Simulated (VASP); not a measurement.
A run of VASP 6.6.1 is set up as follows.

INCAR

```
  ALGO = Normal
  EDIFF = 1E-7
  ENCUT = 520
  GGA = PE
  ISIF = 2
  ISMEAR = 0
  LASPH = True
  LCHARG = False
  LREAL = False
  LWAVE = False
  NBANDS = 11
  NELM = 100
  PREC = Accurate
  SIGMA = 0.05
```

KPOINTS

```
k-points
0
Gamma
  12 12 12
```

Contents of POSCAR:

```
SiC
1.0
    0.0000000000      2.1087800000      2.1740000000
    2.1087800000      0.0000000000      2.1740000000
    2.1087800000      2.1087800000      0.0000000000
Si C
1 1
Direct
    0.0000000000      0.0000000000      0.0000000000
    0.7500000000      0.7500000000      0.7500000000
```

Potentials or basis: VASP PAW PBE potentials, release 64 (Si, C).

The run is started by

```sh
$ cat potpaw_PBE.64/Si/POTCAR potpaw_PBE.64/C/POTCAR > POTCAR
$ mpirun -np 1 vasp_std > vasp.out
```

(1) Predict the pressure.

(2) Predict the band gap on the k mesh.

Answers

(1) 20.5 GPa.

(2) 1.12 eV, indirect (least direct gap 4.57 eV).

Caveat: the cell differs from its parent crystal (strain -0.030 along x and y, +0.000 along z).
